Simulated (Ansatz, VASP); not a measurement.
## Two plane-wave programs on Ni

```xyz
2
Lattice="0.0000 2.2776 2.2776 2.2776 0.0000 2.2776 2.2776 2.2776 0.0000" Properties=species:S:1:pos:R:3 pbc="T T T"
Ni    0.0000    0.0000    0.0000
Ni    2.2776    2.2776    2.2776
```

Alike in both runs: task relaxation of cell and atoms; functional PBE; k mesh 12 × 12 × 12; occupations fermi-dirac, width 0.05 eV; collinear spin.

|  | VASP | Ansatz |
| --- | --- | --- |
| version | VASP 6.6.1 | Ansatz 0.2.0 |
| potentials or method | VASP PAW PBE potentials, release 64 (Ni), cutoff 600 eV | plane waves (420 eV) with PAW, scalar-relativistic |
| valence electrons in the cell | 20 | 36 |

```tsv
	VASP	Ansatz	Ansatz less VASP
net moment per atom (μB)	0.00	0.00	0.000
relaxed volume (Å³/atom)	12.54	12.55	+0.012
relaxed length of the cell vector where the two differ most in proportion (Å)	3.286	3.287	+0.0010
```

VASP's potentials hold 20 valence electrons a cell and Ansatz's 36, so a difference there can come from the potentials and not from the codes. Ansatz's warnings: seeded moment not kept.
